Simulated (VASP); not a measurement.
# C (Fd-3m) in VASP: single point with PBE0

Aim: the single point of C with PBE0.

All numbers are computed with VASP 6.6.1; they aren't measurements. Logs are shortened: lines on timing, memory, paths and dates and some standing lists are left out, and cuts for length are marked.

## (1) The cell of the first run

The structure is cubic, space group Fd-3m (No. 227). The conventional cell has a = 3.572 Å, b = 3.572 Å, c = 3.572 Å, α = 90.00°, β = 90.00°, γ = 90.00°. Within 2.1 Å of C (site symmetry -43m) lie 4 C at 1.55 Å.

## (2) Single point, PBE0

Contents of POSCAR:

```
C
1.0
    0.0000000000      1.7858109333      1.7858109333
    1.7858109333      0.0000000000      1.7858109333
    1.7858109333      1.7858109333      0.0000000000
C
2
Direct
    0.0000000000      0.0000000000      0.0000000000
    0.2500000002      0.2500000002      0.2500000002
```

Contents of INCAR.step1:

```
SYSTEM = C
PREC = Accurate
ENCUT = 520
EDIFF = 1E-5
ISMEAR = -1
SIGMA = 0.01
LREAL = .False.
LASPH = .True.
NELM = 120
ALGO = Normal
ISIF = 2
LWAVE = .True.
LCHARG = .False.
GGA = PE
NBANDS = 11
GGA_COMPAT = .False.
```

Contents of INCAR.step2:

```
SYSTEM = C
PREC = Accurate
ENCUT = 520
EDIFF = 1E-6
ISMEAR = -1
SIGMA = 0.01
LREAL = .False.
LASPH = .True.
NELM = 120
ALGO = Normal
ISIF = 2
LWAVE = .False.
LCHARG = .False.
GGA = PE
LHFCALC = .True.
AEXX = 0.25
PRECFOCK = Normal
ISTART = 1
NBANDS = 11
GGA_COMPAT = .False.
```

Contents of KPOINTS:

```
regular mesh
0
Gamma
  9 9 9
  0 0 0
```

Potentials or basis: VASP PAW PBE potentials, release 64 (C).

On the command line:

```sh
cat potpaw_PBE.64/C/POTCAR > POTCAR
cp INCAR.step1 INCAR
mpirun -np 1 vasp_std > vasp.out
cp INCAR.step2 INCAR
mpirun -np 1 vasp_std > vasp.out
```

OUTCAR:

```text
SYSTEM = C
   PREC = Accurate
   ENCUT = 520
   EDIFF = 1E-6
   ISMEAR = -1
   LREAL = .False.
   LASPH = .True.
   NELM = 120
   ISIF = 2
   GGA = PE
   LHFCALC = .True.
   AEXX = 0.25
   PRECFOCK = Normal
   ISTART = 1

 ion  position               nearest neighbor table
   1  0.000  0.000  0.000-   2 1.55   2 1.55   2 1.55   2 1.55
   2  0.250  0.250  0.250-   1 1.55   1 1.55   1 1.55   1 1.55

  LATTYP: Found a face centered cubic cell.
 ALAT       =     3.5716218666

  Lattice vectors:

 A1 = (   0.0000000000,   1.7858109333,   1.7858109333)
 A2 = (   1.7858109333,   0.0000000000,   1.7858109333)
 A3 = (   1.7858109333,   1.7858109333,   0.0000000000)

Analysis of symmetry for initial positions (statically):
=====================================================================
 Subroutine PRICEL returns:
 Original cell was already a primitive cell.

 Routine SETGRP: Setting up the symmetry group for a
 face centered cubic supercell.

 Subroutine GETGRP returns: Found 48 space group operations
 (whereof 24 operations were pure point group operations)
 out of a pool of 48 trial point group operations.

The static configuration has the point symmetry T_d .
 The point group associated with its full space group is O_h .

Analysis of symmetry for dynamics (positions and initial velocities):
=====================================================================
 Subroutine PRICEL returns:
 Original cell was already a primitive cell.

 Routine SETGRP: Setting up the symmetry group for a
 face centered cubic supercell.

 Subroutine GETGRP returns: Found 48 space group operations
 (whereof 24 operations were pure point group operations)
 out of a pool of 48 trial point group operations.

The dynamic configuration has the point symmetry T_d .
 The point group associated with its full space group is O_h .

 Subroutine INISYM returns: Found 48 space group operations
 (whereof 24 operations are pure point group operations),
 and found     1 'primitive' translations

----------------------------------------------------------------------------------------

                                     Primitive cell

  volume of cell :      11.3903

  direct lattice vectors                    reciprocal lattice vectors
     0.000000000  1.785810933  1.785810933    -0.279984846  0.279984846  0.279984846
     1.785810933  0.000000000  1.785810933     0.279984846 -0.279984846  0.279984846
     1.785810933  1.785810933  0.000000000     0.279984846  0.279984846 -0.279984846

  length of vectors
     2.525518042  2.525518042  2.525518042     0.484947979  0.484947979  0.484947979

  position of ions in fractional coordinates (direct lattice)
     0.000000000  0.000000000  0.000000000
     0.250000000  0.250000000  0.250000000

  ion indices of the primitive-cell ions
   primitive index   ion index
                 1           1
                 2           2

----------------------------------------------------------------------------------------

 KPOINTS: regular mesh

Automatic generation of k-mesh.
 Grid dimensions read from file:
 generate k-points for:    9    9    9

 Generating k-lattice:

  Cartesian coordinates                     Fractional coordinates (reciprocal lattice)
    -0.031109427  0.031109427  0.031109427     0.111111111  0.000000000  0.000000000
     0.031109427 -0.031109427  0.031109427     0.000000000  0.111111111  0.000000000
     0.031109427  0.031109427 -0.031109427     0.000000000  0.000000000  0.111111111

  Length of vectors
     0.053883109  0.053883109  0.053883109

  Shift w.r.t. Gamma in fractional coordinates (k-lattice)
     0.000000000  0.000000000  0.000000000

 Subroutine IBZKPT returns following result:
 ===========================================

 Found     35 irreducible k-points:

 Following reciprocal coordinates:
            Coordinates               Weight
  0.000000  0.000000  0.000000      1.000000
  0.111111  0.000000  0.000000      8.000000
  0.222222  0.000000  0.000000      8.000000
  0.333333  0.000000  0.000000      8.000000
  0.444444  0.000000  0.000000      8.000000
  0.111111  0.111111  0.000000      6.000000
[... 16 lines left out ...]
 -0.333333  0.333333  0.000000     12.000000
  0.444444  0.444444  0.000000      6.000000
 [... further k-points ...]
   k-points           NKPTS =     35   k-points in BZ     NKDIM =    729   number of bands    NBANDS=     11
   number of dos      NEDOS =    301   number of ions     NIONS =      2
   total plane-waves  NPLWV =   8000
   dimension x,y,z NGX =    20 NGY =   20 NGZ =   20
   dimension x,y,z NGXF=    40 NGYF=   40 NGZF=   40
   ions per type =               2
   NGX,Y,Z   is equivalent  to a cutoff of  13.17, 13.17, 13.17 a.u.
   NGXF,Y,Z  is equivalent  to a cutoff of  26.33, 26.33, 26.33 a.u.
 SYSTEM =  C
   PREC   = accura    normal or accurate (medium, high low for compatibility)
   ISTART =      1    job   : 0-new  1-cont  2-samecut
   ICHARG =      0    charge: 1-file 2-atom 10-const
   ISPIN  =      1    spin polarized calculation?
   LNONCOLLINEAR =      F non collinear calculations
   LSORBIT =      F    spin-orbit coupling
   LASPH  =      T    aspherical Exc in radial PAW
   ENCUT  =  520.0 eV  38.22 Ry    6.18 a.u.   4.70  4.70  4.70*2*pi/ulx,y,z
   NELM   =    120;   NELMIN=  2; NELMDL=  0     # of ELM steps
   EDIFF  = 0.1E-05   stopping-criterion for ELM
   LREAL  =      F    real-space projection
   EDIFFG = 0.1E-04   stopping-criterion for IOM
   NSW    =      0    number of steps for IOM
   IBRION =     -1    ionic relax: 0-MD 1-quasi-New 2-CG
   NFREE  =      0    steps in history (QN), initial steepest desc. (CG)
   ISIF   =      2    stress and relaxation
   ISYM   =      3    0-nonsym 1-usesym 2-fastsym
   POTIM  = 0.5000    time-step for ionic-motion
   TEBEG  =    0.0;   TEEND  =   0.0 temperature during run
   PSTRESS=    0.0 pullay stress
   NELECT =       8.0000    total number of electrons
   NUPDOWN=      -1.0000    fix difference up-down
   EMIN   =  10.00;   EMAX   =-10.00  energy-range for DOS
   EFERMI =   0.00;   METHOD = LEGACY
   ISMEAR =    -1;   SIGMA  =   0.01  broadening in eV -4-tet -1-fermi 0-gaus
   EFERMI_NEDOS =   21; number of points for ismear=-14 and -15
   IALGO  =     38    algorithm
   IMIX   =      1    mixing-type and parameters
     AMIX     =   0.40;   BMIX     =  1.00
     AMIX_MAG =   1.60;   BMIX_MAG =  1.00
  volume/ion in A,a.u.               =       5.70        38.43
  Fermi-wavevector in a.u.,A,eV,Ry     =   1.455211  2.749950 28.812235  2.117640
  Thomas-Fermi vector in A             =   2.572272
   LORBIT       =      0    0 simple, 1 ext, 2 COOP (PROOUT), +10 PAW based schemes
   GGA     = PE    functional components
   LHFCALC =     T    Hartree Fock is set to
   PRECFOCK=normal    Normal, Fast or Accurate (Low or Medium for compatibility)
   ENCUT4O =  -1.0   cutoff for four orbital integrals eV
   NKREDX  =     1    reduce k-point grid by
   NKREDY  =     1    reduce k-point grid by
   NKREDZ  =     1    reduce k-point grid by
   AEXX    =    0.2500 exact exchange contribution
   HFSCREEN=    0.0000 screening length (either q_TF or 0.3 A-1)
   HFSCREENC=   0.0000 screening length for correlation (either q_TF or 0.3 A-1)
   ENCUTFOCK=  -1.0 apply spherical cutoff to Coloumb kernel
   IVDW    =     0    specifies the selected vdW correction
   LEPSILON=     F    determine dielectric tensor
   LRPA    =     F    only Hartree local field effects (RPA)
 non-spin polarized calculation
  energy-cutoff  :      520.00
  volume of cell :       11.39
 maximum number of plane-waves:       331
  NGX = 16; NGY = 16; NGZ = 16

 number of electron       7.9999999 magnetization

 Free energy of the ion-electron system (eV)
  ---------------------------------------------------
  ext. energy  EPLUGINS =         0.00000000
  ---------------------------------------------------
  free energy    TOTEN  =       -22.12482184 eV

  energy without entropy =      -22.12482184  energy(sigma->0) =      -22.12482184

 E-fermi :   9.0323     XC(G=0): -10.3917

 val. band max:        8.6807560164   @ k =   0.0000   0.0000   0.0000
 cond. band min:      14.7396209831   @ k =   0.3333   0.3333   0.0000
 fundamental gap:      6.0588649667
 Fermi energy:         9.0323025063

 k-point     1 :       0.0000    0.0000    0.0000
  band No.  band energies     occupation
      1     -14.8513      2.00000
      2       8.6808      2.00000
      3       8.6808      2.00000
      4       8.6808      2.00000
      5      16.3749      0.00000
      6      16.3749      0.00000
      7      16.3749      0.00000
      8      24.6229      0.00000
      9      30.2574      0.00000
     10      37.7077      0.00000
     11      37.7077      0.00000

 k-point     2 :       0.1111    0.0000    0.0000
  band No.  band energies     occupation
      1     -14.4825      2.00000
      2       6.5195      2.00000
      3       8.1091      2.00000
      4       8.1091      2.00000
      5      17.1343      0.00000
      6      17.1343      0.00000
      7      17.5055      0.00000
      8      24.9483      0.00000
      9      30.8653      0.00000
     10      34.8338      0.00000
     11      34.8338      0.00000

 k-point     3 :       0.2222    0.0000    0.0000
  band No.  band energies     occupation
      1     -13.3849      2.00000
      2       2.4916      2.00000
      3       7.0330      2.00000
      4       7.0330      2.00000
      5      18.4885      0.00000
      6      18.4885      0.00000
      7      18.8095      0.00000
      8      25.8050      0.00000
      9      31.7612      0.00000
     10      33.4424      0.00000
     11      33.4424      0.00000
[... 267 lines left out ...]
 k-point    23 :      -0.3333    0.3333    0.0000
  band No.  band energies     occupation
      1      -6.8432      2.00000
      2      -3.4033      2.00000
      3      -1.5270      2.00000
      4       3.5550      2.00000
      5      17.0479      0.00000
      6      24.3794      0.00000
      7      24.9280      0.00000
      8      26.5351      0.00000
      9      28.0192      0.00000
     10      34.8121      0.00000
     11      36.5982      0.00000

 k-point    24 :       0.4444    0.4444    0.0000
  band No.  band energies     occupation
      1      -7.2808      2.00000
      2      -3.4251      2.00000
      3       1.9260      2.00000
      4       1.9260      2.00000
      5      14.9086      0.00000
      6      16.0567      0.00000
      7      28.1998      0.00000
      8      28.1998      0.00000
      9      34.4102      0.00000
     10      35.1777      0.00000
     11      44.1607      0.00000

 [... further k-points ...]

------------------------ aborting loop because EDIFF is reached ----------------------------------------

  FORCE on cell =-STRESS in cart. coord.  units (eV):
  Direction    XX          YY          ZZ          XY          YZ          ZX
  --------------------------------------------------------------------------------------
  -------------------------------------------------------------------------------------
  Total       -0.6598707     -0.6598707     -0.6598707      0.0000000      0.0000000      0.0000000
  in kB      -92.8181684    -92.8181684    -92.8181684      0.0000000      0.0000000      0.0000000
  external PRESSURE =     -92.8181684 kB  Pullay stress =       0.0000000 kB

 VOLUME and BASIS-vectors are now :
 -----------------------------------------------------------------------------
  energy-cutoff  :      520.00
  volume of cell :       11.39
      direct lattice vectors                 reciprocal lattice vectors
     0.000000000  1.785810933  1.785810933    -0.279984846  0.279984846  0.279984846
     1.785810933  0.000000000  1.785810933     0.279984846 -0.279984846  0.279984846
     1.785810933  1.785810933  0.000000000     0.279984846  0.279984846 -0.279984846

 POSITION                                       TOTAL-FORCE (eV/Angst)
 -----------------------------------------------------------------------------------
      0.00000      0.00000      0.00000         0.000000      0.000000      0.000000
      0.89291      0.89291      0.89291        -0.000000     -0.000000     -0.000000
 -----------------------------------------------------------------------------------
    total drift:                               -0.000000     -0.000000     -0.000000

  FREE ENERGIE OF THE ION-ELECTRON SYSTEM (eV)
  ---------------------------------------------------
  free  energy   TOTEN  =       -22.1248218369 eV

  energy  without entropy=      -22.1248218369  energy(sigma->0) =      -22.12482184
```

Run time: 8.9 min. Hardware: 1 thread of Intel Xeon 6975P-C (Granite Rapids), shared host; peak memory 0.13 GiB.

Results:

```yaml
Free_energy: -22.1248 eV
Pressure: -9.3 GPa
Band_gap_on_the_k_mesh: 6.06 eV, indirect (least direct gap 7.69 eV)
```

Caveat: the PAW data sets were made with another functional, which shifts forces and pressure a little. A k mesh can miss the band edges.
